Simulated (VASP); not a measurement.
Si:

```xyz
1
Lattice="0.0000 1.6067 1.6067 1.6067 0.0000 1.6067 1.6067 1.6067 0.0000" Properties=species:S:1:pos:R:3 pbc="T T T"
Si    0.0000    0.0000    0.0000
```

This isn't the form of Si at room conditions, which is diamond.

```yaml
Program: VASP 6.6.1
Task: relaxation of cell and atoms
Functional: r2SCAN
Potentials_or_basis: VASP PAW PBE potentials, release 64 (Si)
Cutoff: 550 eV
k_mesh: 10 × 10 × 10
Occupations: gaussian, width 0.1 eV
Spin: no spin polarisation
```

At the start: pressure 149.9 GPa; volume 8.30 Å³/atom.

Task: Where does the relaxation end?

Result: Over 3 steps the energy falls by 1573.9 meV/atom and the volume is 13.86 Å³/atom (+67.0 %); space group Fm-3m (No. 225, to 0.1 Å) before and after.

The path:
```tsv
step	energy change (eV)	largest force (eV/Å)	pressure (GPa)	volume (Å³)
1	0.0000	0.0000	149.89	8.30
2	-1.0501	0.0000	-15.47	21.54
3	-1.5739	0.0000	-0.37	13.86
```

Final structure:
```
CELL_PARAMETERS angstrom
0.00000 1.90640 1.90640
1.90640 0.00000 1.90640
1.90640 1.90640 0.00000
ATOMIC_POSITIONS crystal
Si 0.00000 0.00000 0.00000
```

Caveat: the volume moved by over 15 % at a fixed basis, so the end points are rough; the PAW data sets were made with another functional, which shifts forces and pressure a little.
